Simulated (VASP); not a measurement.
# Ce (Im-3m) in VASP: a series of runs

The runs below take Ce through single point, with LDA.

All numbers are computed with VASP 6.6.1; they aren't measurements. Logs are shortened: lines on timing, memory, paths and dates and some standing lists are left out, and cuts for length are marked.

**1. The cell of the first run**

Symmetry: Im-3m, No. 229, cubic system. Conventional cell: a = 3.912 Å, b = 3.912 Å, c = 3.912 Å, α = 90.00°, β = 90.00°, γ = 90.00°. Ce (site symmetry m-3m) has 14 Ce at 3.39 to 3.91 Å within 4.5 Å.

This isn't the form of Ce at room conditions, which is fcc.

**2. Single point, LDA, collinear spin, ferromagnetic start**

The input, INCAR:

```
SYSTEM = Ce
  PREC = Accurate
  ENCUT = 520
  EDIFF = 1E-6
  ISMEAR = -1
  SIGMA = 0.05
  LREAL = .False.
  LASPH = .True.
  NELM = 150
  ALGO = Normal
  ISIF = 2
  LWAVE = .False.
  LCHARG = .False.
  ISPIN = 2
  MAGMOM = 1
  LORBIT = 11
  LMAXMIX = 6
  GGA = CA
  NBANDS = 16
```

The input, KPOINTS:

```
regular mesh
0
Gamma
  10 10 10
  0 0 0
```

The input, POSCAR:

```
Ce
1.0
   -1.9561684522      1.9561684522      1.9561684522
    1.9561684522     -1.9561684522      1.9561684522
    1.9561684522      1.9561684522     -1.9561684522
Ce
1
Direct
    0.0000000000      0.0000000000      0.0000000000
```

Potentials or basis: VASP PAW LDA potentials, release 64 (Ce).

The run is started by

```
> cat potpaw_LDA.64/Ce/POTCAR > POTCAR
> mpirun -np 1 vasp_std > vasp.out
```

OUTCAR:

```text
SYSTEM = Ce
   PREC = Accurate
   ENCUT = 520
   EDIFF = 1E-6
   ISMEAR = -1
   LREAL = .False.
   LASPH = .True.
   NELM = 150
   ISIF = 2
   ISPIN = 2
   LORBIT = 11
   GGA = CA

 ion  position               nearest neighbor table
   1  0.000  0.000  0.000-

  LATTYP: Found a body centered cubic cell.
 ALAT       =     3.9123369044

  Lattice vectors:

 A1 = (  -1.9561684522,   1.9561684522,   1.9561684522)
 A2 = (   1.9561684522,  -1.9561684522,   1.9561684522)
 A3 = (   1.9561684522,   1.9561684522,  -1.9561684522)

Analysis of symmetry for initial positions (statically):
=====================================================================
 Subroutine PRICEL returns:
 Original cell was already a primitive cell.

 Routine SETGRP: Setting up the symmetry group for a
 body centered cubic supercell.

 Subroutine GETGRP returns: Found 48 space group operations
 (whereof 48 operations were pure point group operations)
 out of a pool of 48 trial point group operations.

The static configuration has the point symmetry O_h .

Analysis of symmetry for dynamics (positions and initial velocities):
=====================================================================
 Subroutine PRICEL returns:
 Original cell was already a primitive cell.

 Routine SETGRP: Setting up the symmetry group for a
 body centered cubic supercell.

 Subroutine GETGRP returns: Found 48 space group operations
 (whereof 48 operations were pure point group operations)
 out of a pool of 48 trial point group operations.

The dynamic configuration has the point symmetry O_h .

Analysis of structural, dynamic, and magnetic symmetry:
=====================================================================
 Subroutine PRICEL returns:
 Original cell was already a primitive cell.

 Routine SETGRP: Setting up the symmetry group for a
 body centered cubic supercell.

 Subroutine GETGRP returns: Found 48 space group operations
 (whereof 48 operations were pure point group operations)
 out of a pool of 48 trial point group operations.

The overall configuration has the point symmetry O_h .

 Subroutine INISYM returns: Found 48 space group operations
 (whereof 48 operations are pure point group operations),
 and found     1 'primitive' translations

----------------------------------------------------------------------------------------

                                     Primitive cell

  volume of cell :      29.9419

  direct lattice vectors                    reciprocal lattice vectors
    -1.956168452  1.956168452  1.956168452     0.000000000  0.255601709  0.255601709
     1.956168452 -1.956168452  1.956168452     0.255601709  0.000000000  0.255601709
     1.956168452  1.956168452 -1.956168452     0.255601709  0.255601709  0.000000000

  length of vectors
     3.388183147  3.388183147  3.388183147     0.361475404  0.361475404  0.361475404

  position of ions in fractional coordinates (direct lattice)
     0.000000000  0.000000000  0.000000000

  ion indices of the primitive-cell ions
   primitive index   ion index
                 1           1

----------------------------------------------------------------------------------------

 KPOINTS: regular mesh

Automatic generation of k-mesh.
 Grid dimensions read from file:
 generate k-points for:   10   10   10

 Generating k-lattice:

  Cartesian coordinates                     Fractional coordinates (reciprocal lattice)
     0.000000000  0.025560171  0.025560171     0.100000000  0.000000000  0.000000000
     0.025560171  0.000000000  0.025560171     0.000000000  0.100000000  0.000000000
     0.025560171  0.025560171  0.000000000     0.000000000  0.000000000  0.100000000

  Length of vectors
     0.036147540  0.036147540  0.036147540

  Shift w.r.t. Gamma in fractional coordinates (k-lattice)
     0.000000000  0.000000000  0.000000000

 Subroutine IBZKPT returns following result:
 ===========================================

 Found     47 irreducible k-points:

 Following reciprocal coordinates:
            Coordinates               Weight
  0.000000  0.000000  0.000000      1.000000
  0.100000  0.000000  0.000000     12.000000
  0.200000  0.000000  0.000000     12.000000
  0.300000  0.000000  0.000000     12.000000
  0.400000  0.000000  0.000000     12.000000
  0.500000  0.000000  0.000000      6.000000
[... 16 lines left out ...]
  0.300000  0.300000  0.100000      8.000000
 -0.300000  0.300000  0.100000     24.000000
 [... further k-points ...]
   k-points           NKPTS =     47   k-points in BZ     NKDIM =     47   number of bands    NBANDS=     16
   number of dos      NEDOS =    301   number of ions     NIONS =      1
   total plane-waves  NPLWV =  21952
   dimension x,y,z NGX =    28 NGY =   28 NGZ =   28
   dimension x,y,z NGXF=    56 NGYF=   56 NGZF=   56
   ions per type =               1
   NGX,Y,Z   is equivalent  to a cutoff of  13.74, 13.74, 13.74 a.u.
   NGXF,Y,Z  is equivalent  to a cutoff of  27.48, 27.48, 27.48 a.u.
 SYSTEM =  Ce
[... 114 lines left out ...]
      3      -8.6772      1.00000
      4      -8.5488      1.00000
      5       6.2710      1.00000
      6       7.5561      0.96834
[... 8 lines left out ...]
     15      10.8830      0.00000
     16      11.2623      0.00000

 k-point    23 :       0.3000    0.3000    0.1000
  band No.  band energies     occupation
      1     -26.3061      1.00000
      2      -9.7661      1.00000
      3      -9.7661      1.00000
      4      -8.8735      1.00000
      5       7.2695      0.99989
      6       8.0767      0.00092
[... 8 lines left out ...]
     15      13.3431      0.00000
     16      13.3431      0.00000

 k-point    24 :      -0.3000    0.3000    0.1000
  band No.  band energies     occupation
      1     -26.4424      1.00000
      2      -9.7843      1.00000
      3      -8.8815      1.00000
      4      -8.5536      1.00000
      5       6.4685      1.00000
      6       7.6306      0.87331
[... 8 lines left out ...]
     15      11.4848      0.00000
     16      13.0394      0.00000

 [... further k-points ...]

 spin component 2

 k-point     1 :       0.0000    0.0000    0.0000
  band No.  band energies     occupation
      1     -26.7029      1.00000
      2      -8.3661      1.00000
      3      -8.3661      1.00000
      4      -8.3661      1.00000
      5       4.6912      1.00000
      6       7.8345      0.10457
[... 8 lines left out ...]
     15       9.4983      0.00000
     16      12.2337      0.00000

 k-point     2 :       0.1000    0.0000    0.0000
  band No.  band energies     occupation
      1     -26.6697      1.00000
      2      -8.6007      1.00000
      3      -8.4332      1.00000
      4      -8.3697      1.00000
      5       5.0845      1.00000
      6       7.7634      0.32630
[... 8 lines left out ...]
     15      10.0792      0.00000
     16      11.9426      0.00000

 k-point     3 :       0.2000    0.0000    0.0000
  band No.  band energies     occupation
      1     -26.5808      1.00000
      2      -9.1718      1.00000
      3      -8.6035      1.00000
      4      -8.3795      1.00000
      5       5.9109      1.00000
      6       7.6800      0.71947
[... 8 lines left out ...]
     15      11.3868      0.00000
     16      11.7748      0.00000

 k-point     4 :       0.3000    0.0000    0.0000
  band No.  band energies     occupation
      1     -26.4674      1.00000
      2      -9.8122      1.00000
      3      -8.8043      1.00000
      4      -8.3919      1.00000
      5       6.1358      1.00000
      6       7.6531      0.81465
[... 8 lines left out ...]
     15      12.1621      0.00000
     16      12.7742      0.00000
[... 324 lines left out ...]
 k-point    22 :      -0.2000    0.2000    0.1000
  band No.  band energies     occupation
      1     -26.5505      1.00000
      2      -9.1799      1.00000
      3      -8.6753      1.00000
      4      -8.5470      1.00000
      5       6.2724      1.00000
      6       7.5585      0.96681
[... 8 lines left out ...]
     15      10.8846      0.00000
     16      11.2639      0.00000

 k-point    23 :       0.3000    0.3000    0.1000
  band No.  band energies     occupation
      1     -26.3040      1.00000
      2      -9.7643      1.00000
      3      -9.7643      1.00000
      4      -8.8717      1.00000
      5       7.2711      0.99989
      6       8.0792      0.00087
[... 8 lines left out ...]
     15      13.3446      0.00000
     16      13.3446      0.00000

 k-point    24 :      -0.3000    0.3000    0.1000
  band No.  band energies     occupation
      1     -26.4403      1.00000
      2      -9.7825      1.00000
      3      -8.8796      1.00000
      4      -8.5517      1.00000
      5       6.4700      1.00000
      6       7.6330      0.86795
[... 8 lines left out ...]
     15      11.4864      0.00000
     16      13.0410      0.00000

 [... further k-points ...]

------------------------ aborting loop because EDIFF is reached ----------------------------------------

  FORCE on cell =-STRESS in cart. coord.  units (eV):
  Direction    XX          YY          ZZ          XY          YZ          ZX
  --------------------------------------------------------------------------------------
  -------------------------------------------------------------------------------------
  Total       -1.4152791     -1.4152791     -1.4152791      0.0000000      0.0000000      0.0000000
  in kB      -75.7310397    -75.7310397    -75.7310397      0.0000000      0.0000000      0.0000000
  external PRESSURE =     -75.7310397 kB  Pullay stress =       0.0000000 kB

 VOLUME and BASIS-vectors are now :
 -----------------------------------------------------------------------------
  energy-cutoff  :      520.00
  volume of cell :       29.94
      direct lattice vectors                 reciprocal lattice vectors
    -1.956168452  1.956168452  1.956168452     0.000000000  0.255601709  0.255601709
     1.956168452 -1.956168452  1.956168452     0.255601709  0.000000000  0.255601709
     1.956168452  1.956168452 -1.956168452     0.255601709  0.255601709  0.000000000

 POSITION                                       TOTAL-FORCE (eV/Angst)
 -----------------------------------------------------------------------------------
      0.00000      0.00000      0.00000        -0.000000      0.000000     -0.000000
 -----------------------------------------------------------------------------------
    total drift:                               -0.000000     -0.000000     -0.000000

  FREE ENERGIE OF THE ION-ELECTRON SYSTEM (eV)
  ---------------------------------------------------
  free  energy   TOTEN  =        -6.4726278344 eV

  energy  without entropy=       -6.4254220425  energy(sigma->0) =       -6.44902494

 total charge

# of ion       s       p       d       f       tot
--------------------------------------------------
    1        2.089   5.574   1.120   1.014   9.798

 magnetization (x)

# of ion       s       p       d       f       tot
--------------------------------------------------
    1        0.000   0.000   0.001   0.005   0.005
```

Wall time 2.9 min (1 thread of Intel Xeon 8259CL, shared host); peak memory 0.19 GiB.

Results:

```yaml
Free_energy: -6.4726 eV
Pressure: -7.6 GPa
Band_gap_on_the_k_mesh: zero (filled and empty bands overlap)
Net_moment: 0.01 μB per cell
Valence_electrons_inside_the_program's_atomic_spheres: Ce 9.80
```

Levels at points of the mesh, in eV from the Fermi level:
Spin up:
```
           k point  band 4  band 5  band 6  band 7  band 8  band 9
(0.00, 0.00, 0.00)  -16.10   -3.04    0.10    0.10    0.10    0.78
(0.50, 0.00, 0.00)  -16.14   -1.98   -0.26    0.14    0.31    0.42
(0.50, 0.50, 0.50)  -17.50   -2.26   -2.26    0.20    0.44    0.44
```
Spin down:
| k point | band 3 | band 4 | band 5 | band 6 | band 7 | band 8 | band 9 | band 10 |
| --- | --- | --- | --- | --- | --- | --- | --- | --- |
| (0.00, 0.00, 0.00) | -16.09 | -16.09 | -3.04 | 0.11 | 0.11 | 0.11 | 0.78 | 0.78 |
| (0.50, 0.00, 0.00) | -16.74 | -16.13 | -1.98 | -0.26 | 0.14 | 0.31 | 0.42 | 0.67 |
| (0.50, 0.50, 0.50) | -17.50 | -17.50 | -2.26 | -2.26 | 0.20 | 0.44 | 0.44 | 0.44 |

Caveat: the magnetic or orbital state may not be the lowest; the cell stands under tension; spin-orbit coupling is left out, which moves the levels of the heavy elements; semilocal functionals describe open f shells poorly, which spoils levels, moments and volumes. The state reached can hang on the start; a lower one may exist.

**3. Single point, LDA, collinear spin, ferromagnetic start**

This run uses another cell than the first one, of 30.53 Å³/atom.

The input, INCAR:

```
ALGO = Normal ; EDIFF = 1E-6
ENCUT = 520 ; ISIF = 2
ISMEAR = -1 ; ISPIN = 2
LASPH = True ; LCHARG = False
LMAXMIX = 6 ; LORBIT = 11
LREAL = False ; LWAVE = False
MAGMOM = 1 ; NBANDS = 16
NELM = 150 ; PREC = Accurate
SIGMA = 0.05
```

The input, KPOINTS:

```
k-points
0
Gamma
  10 10 10
```

The input, POSCAR:

```
Ce
1.0
   -1.9688712007      1.9688712007      1.9688712007
    1.9688712007     -1.9688712007      1.9688712007
    1.9688712007      1.9688712007     -1.9688712007
Ce
1
Direct
    0.0000000000      0.0000000000      0.0000000000
```

Potentials or basis: VASP PAW LDA potentials, release 64 (Ce).

The run is started by

```
> cat potpaw_LDA.64/Ce/POTCAR > POTCAR
> mpirun -np 1 vasp_std > vasp.out
```

It took 2.7 min on 1 thread of Intel Xeon 8259CL, shared host; peak memory 0.19 GiB.

The run converged. Its results:

- Free energy: -6.4503 eV
- Pressure: -6.5 GPa
- Net moment: 0.86 μB per cell
- Site moments: Ce +0.71 μB
- Valence electrons inside the program's atomic spheres: Ce 9.78

Levels at points of the mesh, in eV from the Fermi level:
Spin up:
```csv
k point,band 4,band 5,band 6,band 7,band 8,band 9
"(0.00, 0.00, 0.00)",-16.29,-3.21,-0.03,-0.03,-0.03,0.66
"(0.50, 0.00, 0.00)",-16.32,-2.09,-0.38,0.02,0.19,0.30
"(0.50, 0.50, 0.50)",-17.63,-2.32,-2.32,0.09,0.32,0.32
```
Spin down:
```tsv
k point	band 4	band 5	band 6	band 7	band 8	band 9
(0.00, 0.00, 0.00)	-16.01	-2.98	0.37	0.37	0.37	1.01
(0.50, 0.00, 0.00)	-16.04	-1.86	-0.14	0.39	0.54	0.65
(0.50, 0.50, 0.50)	-17.35	-2.12	-2.12	0.44	0.66	0.66
```

Caveat: the magnetic or orbital state may not be the lowest; the cell stands under tension; spin-orbit coupling is left out, which moves the levels of the heavy elements; semilocal functionals describe open f shells poorly, which spoils levels, moments and volumes.

**4. Single point, LDA, collinear spin, ferromagnetic start**

This run uses another cell than the first one, of 31.12 Å³/atom.

The input, INCAR:

```
ALGO = Normal ; EDIFF = 1E-6
ENCUT = 520 ; GGA = CA
ISIF = 2 ; ISMEAR = -1
ISPIN = 2 ; LASPH = True
LCHARG = False ; LMAXMIX = 6
LORBIT = 11 ; LREAL = False
LWAVE = False ; MAGMOM = 1
NBANDS = 16 ; NELM = 150
PREC = Accurate ; SIGMA = 0.05
```

KPOINTS is that of step 3.

The input, POSCAR:

```
Ce
1.0
   -1.9814121197      1.9814121197      1.9814121197
    1.9814121197     -1.9814121197      1.9814121197
    1.9814121197      1.9814121197     -1.9814121197
Ce
1
Direct
    0.0000000000      0.0000000000      0.0000000000
```

The run is started by

```
> cat potpaw_LDA.64/Ce/POTCAR > POTCAR
> mpirun -np 1 vasp_std > vasp.out
```

It took 2.7 min on 1 thread of Intel Xeon 8259CL, shared host; peak memory 0.19 GiB.

The run converged. Its results:

```yaml
Free_energy: -6.4261 eV
Pressure: -6.7 GPa
Net_moment: 1.02 μB per cell
Site_moments: Ce +0.82 μB
Valence_electrons_inside_the_program's_atomic_spheres: Ce 9.77
```

Levels at points of the mesh, in eV from the Fermi level:
Spin up:
```csv
k point,band 3,band 4,band 5,band 6,band 7,band 8,band 9,band 10
"(0.00, 0.00, 0.00)",-16.37,-16.37,-3.28,-0.04,-0.04,-0.04,0.63,0.63
"(0.50, 0.00, 0.00)",-16.96,-16.41,-2.09,-0.39,0.00,0.17,0.29,0.48
"(0.50, 0.50, 0.50)",-17.65,-17.65,-2.29,-2.29,0.08,0.30,0.30,0.30
```
Spin down:
```
           k point  band 3  band 4  band 5  band 6  band 7  band 8  band 9  band 10
(0.00, 0.00, 0.00)  -16.04  -16.04   -3.00    0.42    0.42    0.42    1.03     1.03
(0.50, 0.00, 0.00)  -16.64  -16.08   -1.82   -0.10    0.44    0.58    0.69     0.97
(0.50, 0.50, 0.50)  -17.33  -17.33   -2.05   -2.05    0.49    0.69    0.69     0.69
```

Caveat: the magnetic or orbital state may not be the lowest; the cell stands under tension; spin-orbit coupling is left out, which moves the levels of the heavy elements; semilocal functionals describe open f shells poorly, which spoils levels, moments and volumes.

**5. Single point, LDA, collinear spin, ferromagnetic start**

This run uses another cell than the first one, of 29.35 Å³/atom.

The input, INCAR:

```
SYSTEM = Ce
ALGO = Normal
EDIFF = 1E-6
ENCUT = 400
GGA = CA
GGA_COMPAT = .False.
ISIF = 2
ISMEAR = 1
ISPIN = 2
LASPH = .True.
LCHARG = .False.
LMAXMIX = 6
LORBIT = 11
LREAL = .False.
LWAVE = .False.
MAGMOM = 1
NELM = 200
PREC = Accurate
SIGMA = 0.1
```

The input, KPOINTS:

```
k-points
0
Gamma
  12 12 12
```

The input, POSCAR:

```
Ce
1.0
   -1.9432985503      1.9432985503      1.9432985503
    1.9432985503     -1.9432985503      1.9432985503
    1.9432985503      1.9432985503     -1.9432985503
Ce
1
Direct
    0.0000000000      0.0000000000      0.0000000000
```

The run is started by

```
> cat potpaw_LDA.64/Ce/POTCAR > POTCAR
> mpirun -np 1 vasp_std > vasp.out
```

Wall time 35 s (1 thread of Intel Xeon 6975P-C (Granite Rapids), shared host); peak memory 0.16 GiB.

It converged, with:

| Property | Result |
| --- | --- |
| Free energy | -6.4789 eV |
| Pressure | -7.5 GPa |
| Band gap on the k mesh | zero (filled and empty bands overlap) |
| Net moment | 0.00 μB per cell |
| Valence electrons inside the program's atomic spheres | Ce 9.80 |

Levels at points of the mesh, in eV from the Fermi level:
Spin up:
| k point | band 3 | band 4 | band 5 | band 6 | band 7 | band 8 | band 9 | band 10 |
| --- | --- | --- | --- | --- | --- | --- | --- | --- |
| (0.00, 0.00, 0.00) | -16.02 | -16.02 | -2.97 | 0.09 | 0.09 | 0.09 | 0.79 | 0.79 |
| (0.50, 0.00, 0.00) | -16.70 | -16.06 | -1.99 | -0.26 | 0.13 | 0.30 | 0.42 | 0.67 |
| (0.50, 0.50, 0.50) | -17.49 | -17.49 | -2.30 | -2.30 | 0.19 | 0.44 | 0.44 | 0.44 |
Spin down:
```csv
k point,band 3,band 4,band 5,band 6,band 7,band 8,band 9,band 10
"(0.00, 0.00, 0.00)",-16.02,-16.02,-2.97,0.09,0.09,0.09,0.79,0.79
"(0.50, 0.00, 0.00)",-16.70,-16.06,-1.99,-0.26,0.13,0.31,0.42,0.67
"(0.50, 0.50, 0.50)",-17.49,-17.49,-2.30,-2.30,0.19,0.44,0.44,0.44
```

Caveat: the magnetic or orbital state may not be the lowest; the cell stands under tension; spin-orbit coupling is left out, which moves the levels of the heavy elements; semilocal functionals describe open f shells poorly, which spoils levels, moments and volumes. The state reached can hang on the start; a lower one may exist.

**6. The runs side by side**

| cell | k mesh | cutoff (eV) | smearing | dipole correction | tolerance level | purpose | start | gap on the mesh (eV) | pressure (GPa) | moment (μB) |
| --- | --- | --- | --- | --- | --- | --- | --- | --- | --- | --- |
| a = 3.388 Å, angles 109.5°, 1 atom | 10 × 10 × 10 | 520 | fermi-dirac 0.05 eV | no | - | - | - | none | -7.6 | 0.01 |
| a = 3.410 Å, angles 109.5°, 1 atom | 10 × 10 × 10 | 520 | fermi-dirac 0.05 eV | no | - | - | - | none | -6.5 | 0.86 |
| a = 3.432 Å, angles 109.5°, 1 atom | 10 × 10 × 10 | 520 | fermi-dirac 0.05 eV | no | - | - | - | none | -6.7 | 1.02 |
| a = 3.366 Å, angles 109.5°, 1 atom | 12 × 12 × 12 | 400 | methfessel-paxton 0.1 eV | - | tight | restart | from scratch | none | -7.5 | 0.00 |

Alike in all rows: task single point; level LDA; potentials or basis VASP PAW LDA potentials, release 64 (Ce); spin collinear, ferromagnetic start.

Caveats: the magnetic or orbital state may not be the lowest; the cell stands under tension; spin-orbit coupling is left out, which moves the levels of the heavy elements; semilocal functionals describe open f shells poorly, which spoils levels, moments and volumes.

Total energies depend on the potentials used, so only differences within one code and one set of settings carry meaning.
